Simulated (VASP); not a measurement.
Here is a VASP 6.6.1 calculation.

INCAR

```
SYSTEM = MnS
PREC = Accurate ; ENCUT = 520
EDIFF = 1E-6 ; ISMEAR = 0
SIGMA = 0.05 ; LREAL = .FALSE.
LASPH = .TRUE. ; NELM = 60
ALGO = Normal ; ISIF = 2
LWAVE = .FALSE. ; LCHARG = .FALSE.
GGA = PE ; NBANDS = 16
```

File KPOINTS:

```
regular mesh
0
G
  10 10 10
  0 0 0
```

Contents of POSCAR:

```
MnS
1.0
    0.0000000000      2.4720496165      2.4720496165
    2.4720496165      0.0000000000      2.4720496165
    2.4720496165      2.4720496165      0.0000000000
Mn S
1 1
Direct
    0.0000000000      0.0000000000      0.0000000000
    0.2500000000      0.2500000000      0.2500000000
```

Potentials or basis: VASP PAW PBE potentials, release 64 (Mn_pv, S).

Run with:

```bash
$ cat potpaw_PBE.64/Mn_pv/POTCAR potpaw_PBE.64/S/POTCAR > POTCAR
$ mpirun -np 1 vasp_std > vasp.out
```

Q: Estimate the pressure.

A: 3.1 GPa.

Q: What does it give for the band gap on the k mesh?

A: Zero (an odd number of electrons rules out a gap without spin polarisation).

Caveat: the cell stands under pressure; the run has no spin polarisation, though such a crystal can be magnetic; semilocal functionals often make such compounds metallic where correlation or magnetic order opens a gap, which also shifts bond lengths. Spin polarisation is off, so any magnetic state and its effect on volume and gap are missing.
